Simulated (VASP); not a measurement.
A run of VASP 6.6.1:

INCAR

```
SYSTEM = Si3Sn
PREC     = Accurate       ! precision mode
ENCUT    = 520            ! plane-wave cutoff, eV
EDIFF    = 1E-6           ! SCF threshold, eV
ISMEAR   = 0              ! smearing method
SIGMA    = 0.1            ! smearing width, eV
LREAL    = .FALSE.        ! projectors in reciprocal space
LASPH    = .TRUE.         ! aspherical terms in the spheres
NELM     = 80             ! most SCF steps
ALGO     = Normal         ! electronic algorithm
ISIF     = 2              ! what is computed and relaxed
LWAVE    = .FALSE.        ! write WAVECAR
LCHARG   = .FALSE.        ! write CHGCAR
GGA      = PE             ! functional
NBANDS   = 21             ! bands
```

KPOINTS

```
regular mesh
0
G
  6 6 4
  0 0 0
```

The input POSCAR:

```
Si3Sn
1.0
    3.7345493500      0.0000000000      0.0000000000
    0.0000000000      3.7345493500      0.0000000000
    0.0000000000      0.0000000000      5.2814503400
Si Sn
3 1
Direct
    0.5000000000      0.0000000000      0.2500000000
    0.0000000000      0.5000000000      0.7500000000
    0.5000000000      0.5000000000      0.0000000000
    0.0000000000      0.0000000000      0.5000000000
```

Potentials or basis: VASP PAW PBE potentials, release 64 (Si, Sn_d).

Launch:

```console
$ cat potpaw_PBE.64/Si/POTCAR potpaw_PBE.64/Sn_d/POTCAR > POTCAR
$ mpirun -np 1 vasp_std > vasp.out
```

Hardware: 1 thread of Intel Xeon 8259CL, with other jobs on the host.

Question: How long does it take, and how much memory?

Answer: Run time: 59 s on 1 thread of Intel Xeon 8259CL, on a shared host, peak memory 0.2 GiB. Counts: scf iterations 13, k points 30.
